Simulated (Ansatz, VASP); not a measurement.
**One calculation of Si2GeC3, two programs**

```xyz
6
Lattice="2.8067 0.0000 0.0000 0.0000 2.8067 0.0000 0.0000 0.0000 8.8562" Properties=species:S:1:pos:R:3 pbc="T T T"
Si    0.0000    0.0000    2.4673
Si    0.0000    0.0000    6.3889
Ge    0.0000    0.0000    0.0000
C     1.4033    1.4033    3.0502
C     1.4033    1.4033    4.4281
C     1.4033    1.4033    5.8060
```

Change from the starting cell: species swapped into the Al3Ni2Pt type (P4/mmm, No. 123).

Alike in both runs: functional PBE; k mesh 6 × 6 × 2; occupations gaussian, width 0.1 eV; no spin polarisation.

Ansatz relaxed the structure, and its values are those at the end. VASP's run is a single point on that final structure, the one shown.

|  | VASP | Ansatz |
| --- | --- | --- |
| version | VASP 6.6.1 | Ansatz 0.2.0 |
| potentials or method | VASP PAW PBE potentials, release 64 (Si, Ge_d, C), cutoff 520 eV | scalar-relativistic, plane waves, PAW |
| valence electrons in the cell | 34 | 34 |

```tsv
	VASP	Ansatz	Ansatz less VASP
gap on the k mesh at the Fermi level (eV)	none	none	-
pressure (GPa)	-0.1	-0.2	-0.10
rms of the force components (eV/Å)	0.011	0.007	-0.0046
```

A gap of «none» marks a metal or a gap that the smearing closes.

The k mesh is coarse, so the values compare programs but aren't converged.
